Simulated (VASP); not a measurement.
# P (Pm-3m) in VASP: notebook

The runs below take P through density of states, elastic constants, vibrations by perturbation theory, with PBE.

All numbers are computed with VASP 6.6.1; they aren't measurements. Logs are shortened: lines on timing, memory, paths and dates and some standing lists are left out, and cuts for length are marked.

### 1 The cell of the first run

It takes space group Pm-3m (No. 221, cubic). Conventional cell: a = 2.444 Å, b = 2.444 Å, c = 2.444 Å, α = 90.00°, β = 90.00°, γ = 90.00°. P (site symmetry m-3m) has 6 P at 2.44 Å within 3.2 Å.

### 2 Density of states, PBE

Input file POSCAR:

```
P
1.0
    2.4444771697      0.0000000000      0.0000000000
    0.0000000000      2.4444771697      0.0000000000
    0.0000000000      0.0000000000      2.4444771697
P
1
Direct
    0.5000000000      0.5000000000      0.5000000000
```

Input file INCAR.step1:

```
SYSTEM = P
ALGO = Normal
EDIFF = 1E-6
ENCUT = 520
GGA = PE
ISIF = 2
ISMEAR = 0
LASPH = .True.
LCHARG = .True.
LREAL = .False.
LWAVE = .False.
NBANDS = 8
NELM = 100
PREC = Accurate
SIGMA = 0.1
```

Input file KPOINTS.step1:

```
k-points
0
Gamma
  22 22 22
  0 0 0
```

Input file INCAR.step2:

```
SYSTEM = P
ALGO = Normal
EDIFF = 1E-6
ENCUT = 520
GGA = PE
ICHARG = 11
ISIF = 2
ISMEAR = -5
LASPH = .True.
LCHARG = .False.
LORBIT = 10
LREAL = .False.
LWAVE = .False.
NBANDS = 8
NEDOS = 2001
NELM = 100
PREC = Accurate
SIGMA = 0.1
```

Input file KPOINTS.step2:

```
k-points
0
Gamma
  33 33 33
  0 0 0
```

Potentials or basis: VASP PAW PBE potentials, release 64 (P).

On the command line:

```sh
$ cat potpaw_PBE.64/P/POTCAR > POTCAR
$ cp INCAR.step1 INCAR
$ cp KPOINTS.step1 KPOINTS
$ mpirun -np 1 vasp_std > vasp.out
$ cp INCAR.step2 INCAR
$ cp KPOINTS.step2 KPOINTS
$ mpirun -np 1 vasp_std > vasp.out
```

OUTCAR:

```text
SYSTEM = P
   EDIFF = 1E-6
   ENCUT = 520
   GGA = PE
   ICHARG = 11
   ISIF = 2
   ISMEAR = -5
   LASPH = .True.
   LORBIT = 10
   LREAL = .False.
   NELM = 100
   PREC = Accurate

 ion  position               nearest neighbor table
   1  0.500  0.500  0.500-

  LATTYP: Found a simple cubic cell.
 ALAT       =     2.4444771697

  Lattice vectors:

 A1 = (   2.4444771697,   0.0000000000,   0.0000000000)
 A2 = (   0.0000000000,   2.4444771697,   0.0000000000)
 A3 = (   0.0000000000,   0.0000000000,   2.4444771697)

Analysis of symmetry for initial positions (statically):
=====================================================================
 Subroutine PRICEL returns:
 Original cell was already a primitive cell.

 Routine SETGRP: Setting up the symmetry group for a
 simple cubic supercell.

 Subroutine GETGRP returns: Found 48 space group operations
 (whereof 48 operations were pure point group operations)
 out of a pool of 48 trial point group operations.

The static configuration has the point symmetry O_h .

Analysis of symmetry for dynamics (positions and initial velocities):
=====================================================================
 Subroutine PRICEL returns:
 Original cell was already a primitive cell.

 Routine SETGRP: Setting up the symmetry group for a
 simple cubic supercell.

 Subroutine GETGRP returns: Found 48 space group operations
 (whereof 48 operations were pure point group operations)
 out of a pool of 48 trial point group operations.

The dynamic configuration has the point symmetry O_h .

 Subroutine INISYM returns: Found 48 space group operations
 (whereof 48 operations are pure point group operations),
 and found     1 'primitive' translations

----------------------------------------------------------------------------------------

                                     Primitive cell

  volume of cell :      14.6069

  direct lattice vectors                    reciprocal lattice vectors
     2.444477170  0.000000000  0.000000000     0.409085432  0.000000000  0.000000000
     0.000000000  2.444477170  0.000000000     0.000000000  0.409085432  0.000000000
     0.000000000  0.000000000  2.444477170     0.000000000  0.000000000  0.409085432

  length of vectors
     2.444477170  2.444477170  2.444477170     0.409085432  0.409085432  0.409085432

  position of ions in fractional coordinates (direct lattice)
     0.500000000  0.500000000  0.500000000

  ion indices of the primitive-cell ions
   primitive index   ion index
                 1           1

----------------------------------------------------------------------------------------

 KPOINTS: k-points

Automatic generation of k-mesh.
 Grid dimensions read from file:
 generate k-points for:   33   33   33

 Generating k-lattice:

  Cartesian coordinates                     Fractional coordinates (reciprocal lattice)
     0.012396528  0.000000000  0.000000000     0.030303030  0.000000000  0.000000000
     0.000000000  0.012396528  0.000000000     0.000000000  0.030303030  0.000000000
     0.000000000  0.000000000  0.012396528     0.000000000  0.000000000  0.030303030

  Length of vectors
     0.012396528  0.012396528  0.012396528

  Shift w.r.t. Gamma in fractional coordinates (k-lattice)
     0.000000000  0.000000000  0.000000000

 TETIRR: Found  17921 inequivalent tetrahedra from   215622

 Subroutine IBZKPT returns following result:
 ===========================================

 Found    969 irreducible k-points:

 Following reciprocal coordinates:
            Coordinates               Weight
  0.000000  0.000000  0.000000      1.000000
  0.030303  0.000000  0.000000      6.000000
  0.060606  0.000000  0.000000      6.000000
  0.090909  0.000000  0.000000      6.000000
  0.121212  0.000000  0.000000      6.000000
  0.151515  0.000000  0.000000      6.000000
[... 16 lines left out ...]
  0.181818  0.030303  0.000000     24.000000
  0.212121  0.030303  0.000000     24.000000
 [... further k-points ...]
   k-points           NKPTS =    969   k-points in BZ     NKDIM =    969   number of bands    NBANDS=      8
   number of dos      NEDOS =   2001   number of ions     NIONS =      1
   total plane-waves  NPLWV =   5832
   dimension x,y,z NGX =    18 NGY =   18 NGZ =   18
   dimension x,y,z NGXF=    36 NGYF=   36 NGZF=   36
   ions per type =               1
   NGX,Y,Z   is equivalent  to a cutoff of  12.24, 12.24, 12.24 a.u.
   NGXF,Y,Z  is equivalent  to a cutoff of  24.48, 24.48, 24.48 a.u.
 SYSTEM =  P
   PREC   = accura    normal or accurate (medium, high low for compatibility)
   ISTART =      0    job   : 0-new  1-cont  2-samecut
   ICHARG =     11    charge: 1-file 2-atom 10-const
   ISPIN  =      1    spin polarized calculation?
   LNONCOLLINEAR =      F non collinear calculations
   LSORBIT =      F    spin-orbit coupling
   LASPH  =      T    aspherical Exc in radial PAW
   ENCUT  =  520.0 eV  38.22 Ry    6.18 a.u.   4.55  4.55  4.55*2*pi/ulx,y,z
   NELM   =    100;   NELMIN=  2; NELMDL=  0     # of ELM steps
   EDIFF  = 0.1E-05   stopping-criterion for ELM
   LREAL  =      F    real-space projection
[... 7 lines left out ...]
   TEBEG  =    0.0;   TEEND  =   0.0 temperature during run
   PSTRESS=    0.0 pullay stress
   NELECT =       5.0000    total number of electrons
   NUPDOWN=      -1.0000    fix difference up-down
   EMIN   =  10.00;   EMAX   =-10.00  energy-range for DOS
   EFERMI =   0.00;   METHOD = LEGACY
   ISMEAR =    -5;   SIGMA  =   0.10  broadening in eV -4-tet -1-fermi 0-gaus
   EFERMI_NEDOS =   21; number of points for ismear=-14 and -15
   IALGO  =     38    algorithm
   IMIX   =      4    mixing-type and parameters
     AMIX     =   0.40;   BMIX     =  1.00
     AMIX_MAG =   1.60;   BMIX_MAG =  1.00
  volume/ion in A,a.u.               =      14.61        98.57
  Fermi-wavevector in a.u.,A,eV,Ry     =   1.145193  2.164102 17.843605  1.311468
  Thomas-Fermi vector in A             =   2.281883
   LORBIT       =     10    0 simple, 1 ext, 2 COOP (PROOUT), +10 PAW based schemes
   GGA     = PE    functional components
   LHFCALC =     F    Hartree Fock is set to
   AEXX    =    0.0000 exact exchange contribution
   IVDW    =     0    specifies the selected vdW correction
   LEPSILON=     F    determine dielectric tensor
   LRPA    =     F    only Hartree local field effects (RPA)
 non-spin polarized calculation
 Fermi weights with tetrahedron method with Bloechl corrections
  energy-cutoff  :      520.00
  volume of cell :       14.61
 maximum number of plane-waves:       413

 number of electron       4.9999999 magnetization

 Free energy of the ion-electron system (eV)
  ---------------------------------------------------
  ext. energy  EPLUGINS =         0.00000000
  ---------------------------------------------------
  free energy    TOTEN  =        -5.27253867 eV

  energy without entropy =       -5.27253867  energy(sigma->0) =       -5.27253867

 E-fermi :   9.6145     XC(G=0): -11.2651

 val. band max:        9.6434146448   @ k =   0.3030   0.2121   0.2121
 cond. band min:       9.4615658023   @ k =   0.1818   0.1818   0.1818
 fundamental gap:     -0.1818488425
 Fermi energy:         9.6144661442

 k-point     1 :       0.0000    0.0000    0.0000
  band No.  band energies     occupation
      1      -6.8704      2.00000
      2      14.5984      0.00000
      3      14.5984      0.00000
      4      14.5984      0.00000
      5      16.4069      0.00000
      6      16.4069      0.00000
      7      23.8428      0.00000
      8      33.9801      0.00000

 k-point     2 :       0.0303    0.0000    0.0000
  band No.  band energies     occupation
      1      -6.8495      2.00000
      2      14.0585      0.00000
      3      14.6149      0.00000
      4      14.6149      0.00000
      5      16.4236      0.00000
      6      16.9226      0.00000
      7      23.9137      0.00000
      8      33.8093      0.00000

 k-point     3 :       0.0606    0.0000    0.0000
  band No.  band energies     occupation
      1      -6.7868      2.00000
      2      13.0717      0.00000
      3      14.6643      0.00000
      4      14.6643      0.00000
      5      16.4736      0.00000
      6      17.8312      0.00000
      7      24.1308      0.00000
      8      33.3356      0.00000

 k-point     4 :       0.0909    0.0000    0.0000
  band No.  band energies     occupation
      1      -6.6825      2.00000
      2      12.0021      0.00000
      3      14.7461      0.00000
      4      14.7461      0.00000
      5      16.5561      0.00000
      6      18.7545      0.00000
      7      24.5052      0.00000
      8      32.6563      0.00000

 k-point     5 :       0.1212    0.0000    0.0000
  band No.  band energies     occupation
      1      -6.5368      2.00000
      2      10.9195      0.00000
      3      14.8598      0.00000
      4      14.8598      0.00000
      5      16.6704      0.00000
      6      19.6067      0.00000
      7      25.0463      0.00000
      8      31.8567      0.00000

 k-point     6 :       0.1515    0.0000    0.0000
  band No.  band energies     occupation
      1      -6.3502      2.00000
      2       9.8460      0.43445
      3      15.0044      0.00000
      4      15.0044      0.00000
      5      16.8147      0.00000
      6      20.3604      0.00000
      7      25.7483      0.00000
      8      30.9977      0.00000

 k-point     7 :       0.1818    0.0000    0.0000
  band No.  band energies     occupation
      1      -6.1234      2.00000
      2       8.7924      2.11680
      3      15.1785      0.00000
      4      15.1785      0.00000
      5      16.9869      0.00000
      6      21.0184      0.00000
      7      26.5786      0.00000
      8      30.1182      0.00000
[... 133 lines left out ...]
 k-point    20 :       0.0909    0.0303    0.0000
  band No.  band energies     occupation
      1      -6.6616      2.00000
      2      12.0052      0.00000
      3      14.2691      0.00000
      4      14.7625      0.00000
      5      16.9394      0.00000
      6      18.8692      0.00000
      7      24.5566      0.00000
      8      32.4794      0.00000

 k-point    21 :       0.1212    0.0303    0.0000
  band No.  band energies     occupation
      1      -6.5159      2.00000
      2      10.9292      0.00000
      3      14.3817      0.00000
      4      14.8762      0.00000
      5      17.0577      0.00000
      6      19.7216      0.00000
      7      25.0833      0.00000
      8      31.6621      0.00000

 k-point    22 :       0.1515    0.0303    0.0000
  band No.  band energies     occupation
      1      -6.3293      2.00000
      2       9.8591      0.41402
      3      14.5271      0.00000
      4      15.0207      0.00000
      5      17.2036      0.00000
      6      20.4787      0.00000
      7      25.7674      0.00000
      8      30.8038      0.00000

 k-point    23 :       0.1818    0.0303    0.0000
  band No.  band energies     occupation
      1      -6.1025      2.00000
      2       8.8075      2.11168
      3      14.7030      0.00000
      4      15.1948      0.00000
      5      17.3764      0.00000
      6      21.1389      0.00000
      7      26.5719      0.00000
      8      29.9423      0.00000

 k-point    24 :       0.2121    0.0303    0.0000
  band No.  band energies     occupation
      1      -5.8364      2.00000
      2       7.7818      2.00000
      3      14.9069      0.00000
      4      15.3965      0.00000
      5      17.5741      0.00000
      6      21.7221      0.00000
      7      27.4035      0.00000
      8      29.1274      0.00000

 [... further k-points ...]

------------------------ aborting loop because EDIFF is reached ----------------------------------------

  FORCE on cell =-STRESS in cart. coord.  units (eV):
  Direction    XX          YY          ZZ          XY          YZ          ZX
  --------------------------------------------------------------------------------------
  -------------------------------------------------------------------------------------
  Total        0.0013823      0.0013823      0.0013823      0.0000000     -0.0000000      0.0000000
  in kB        0.1516172      0.1516172      0.1516172      0.0000000     -0.0000000      0.0000000
  external PRESSURE =       0.1516172 kB  Pullay stress =       0.0000000 kB

 VOLUME and BASIS-vectors are now :
 -----------------------------------------------------------------------------
  energy-cutoff  :      520.00
  volume of cell :       14.61
      direct lattice vectors                 reciprocal lattice vectors
     2.444477170  0.000000000  0.000000000     0.409085432  0.000000000  0.000000000
     0.000000000  2.444477170  0.000000000     0.000000000  0.409085432  0.000000000
     0.000000000  0.000000000  2.444477170     0.000000000  0.000000000  0.409085432

 POSITION                                       TOTAL-FORCE (eV/Angst)
 -----------------------------------------------------------------------------------
      1.22224      1.22224      1.22224         0.000000      0.000000      0.000000
 -----------------------------------------------------------------------------------
    total drift:                               -0.000000      0.000000      0.000000

  FREE ENERGIE OF THE ION-ELECTRON SYSTEM (eV)
  ---------------------------------------------------
  free  energy   TOTEN  =        -5.2725386716 eV

  energy  without entropy=       -5.2725386716  energy(sigma->0) =       -5.27253867

 total charge

# of ion       s       p       d       tot
------------------------------------------
    1        1.072   1.325   0.000   2.397
```

It took 48 s on 1 thread of Intel Xeon Platinum 8488C (Sapphire Rapids), shared host; peak memory 0.22 GiB.

Results:

```
Valence electrons inside the program's atomic spheres : P 2.40
```

Levels at points of the mesh, in eV from the Fermi level:
| k point | band 1 | band 2 | band 3 | band 4 | band 5 | band 6 |
| --- | --- | --- | --- | --- | --- | --- |
| (0.00, 0.00, 0.00) | -16.48 | 4.98 | 4.98 | 4.98 | 6.79 | 6.79 |

Caveat: tetrahedron occupations give inexact forces and stress in metals.

(Continued in part 2 of 2.)
